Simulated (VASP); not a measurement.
Input of a VASP 6.6.1 run:

Contents of INCAR:

```
ALGO = Normal
EDIFF = 1E-6
ENCUT = 520
GGA = CA
ISIF = 2
ISMEAR = 0
LASPH = T
LCHARG = F
LREAL = F
LWAVE = F
NBANDS = 16
NELM = 60
PREC = Accurate
SIGMA = 0.01
```

File KPOINTS:

```
k-points
0
Gamma
  8 8 8
```

The input POSCAR:

```
ZnS
1.0
    0.0000000000      2.5878863051      2.5878863051
    2.5878863051      0.0000000000      2.5878863051
    2.5878863051      2.5878863051      0.0000000000
Zn S
1 1
Direct
    0.7500000000      0.7500000000      0.7500000000
    0.0000000000      0.0000000000      0.0000000000
```

Potentials or basis: VASP PAW LDA potentials, release 64 (Zn, S).

Run with:

```sh
$ cat potpaw_LDA.64/Zn/POTCAR potpaw_LDA.64/S/POTCAR > POTCAR
$ mpirun -np 1 vasp_std > vasp.out
```

(1) What does it give for the pressure?

(2) Estimate the band gap on the k mesh.

## Answers

(1) 7.3 GPa.

(2) 2.48 eV, direct.
